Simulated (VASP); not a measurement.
H2ClF: single point with PBE

H2ClF:

```
Cl H F
1.0
     8.24747    0.00000    0.00000
     0.00000    8.24747    0.00000
     0.00000    0.00000    8.24747
Cl H F
6 12 6
Direct
  0.86591 0.38939 0.56480
  0.73018 0.07048 0.78907
  0.35269 0.20684 0.23715
  0.89480 0.56726 0.05727
  0.20731 0.09159 0.61017
  0.46485 0.41522 0.91185
  0.94363 0.38461 0.70188
  0.61161 0.00412 0.85220
  0.44047 0.17764 0.35099
  0.82482 0.44588 0.13343
  0.09456 0.06863 0.50463
  0.52239 0.54943 0.86548
  0.14956 0.22164 0.97325
  0.01246 0.13600 0.22303
  0.41295 0.54537 0.47465
  0.31349 0.89403 0.04895
  0.73454 0.32426 0.29476
  0.76519 0.73946 0.71655
  0.11893 0.31828 0.98935
  0.89330 0.12596 0.23564
  0.31240 0.59615 0.51308
  0.21620 0.85791 0.02145
  0.64786 0.26135 0.28762
  0.67627 0.72383 0.63627
```

```json
{
  "Program": "VASP 6.6.1",
  "Task": "single point",
  "Functional": "PBE",
  "Potentials or basis": "VASP PAW PBE potentials, release 64 (Cl, H_h, F_h)",
  "Cutoff": "910 eV",
  "k mesh": "1 × 1 × 1",
  "Occupations": "fermi-dirac, width 0.05 eV",
  "Spin": "no spin polarisation",
  "Dipole correction": "no",
  "Further INCAR settings": "LREAL = Auto; ALGO = Normal; EDIFF = 1e-06; NBANDS = 66"
}
```

```yaml
Pressure: 1.6 GPa
Largest_force: 6.714 eV/Å
```

Forces in eV/Å, atoms in the order of the input:
```
Cl   0.281  0.071  0.438
Cl   1.337  0.645 -0.623
Cl  -2.697  0.308 -2.306
Cl  -0.547 -0.244  0.527
Cl  -0.033 -0.095  0.137
Cl  -0.098 -0.369  0.161
H   -0.086  0.030 -0.318
H   -1.299 -0.730  0.706
H    1.466 -0.751  2.173
H    0.401  0.688 -0.758
H   -0.009 -0.006  0.111
H    0.267  0.584 -0.391
H    1.987 -6.279 -1.302
H   -2.304 -0.190  0.186
H   -1.893  0.976  0.760
H    2.831  1.020  0.962
H    2.700  1.448  0.483
H   -1.871 -0.266 -1.847
F   -2.065  5.846  1.024
F    3.014  0.014 -0.280
F    1.891 -0.940 -0.743
F   -2.854 -0.927 -0.881
F   -2.209 -1.082 -0.077
F    1.789  0.251  1.859
```

Stress tensor (GPa, compression positive):
```
 2.02  0.24  0.04
 0.24  2.24 -0.14
 0.04 -0.14  0.67
```

Levels at points of the mesh, in eV from the Fermi level:
| k point | band 46 | band 47 | band 48 | band 49 | band 50 | band 51 |
| --- | --- | --- | --- | --- | --- | --- |
| (0.00, 0.00, 0.00) | -1.59 | -1.34 | -1.31 | 3.48 | 4.58 | 5.05 |

Wall time 2.7 min on 1 thread of Intel(R) Xeon(R) Platinum 8259CL CPU @ 2.50GHz (Skylake/Cascade Lake), with other jobs on the host, peak memory 1 GiB.

Caveat: the k points lie up to 0.76 Å⁻¹ apart; the cutoff is under 1.25 times the usual one of these potentials, so pressure, stress and relaxed cells hold a basis-set (Pulay) error; the atoms stand as in a frame of molecular dynamics.
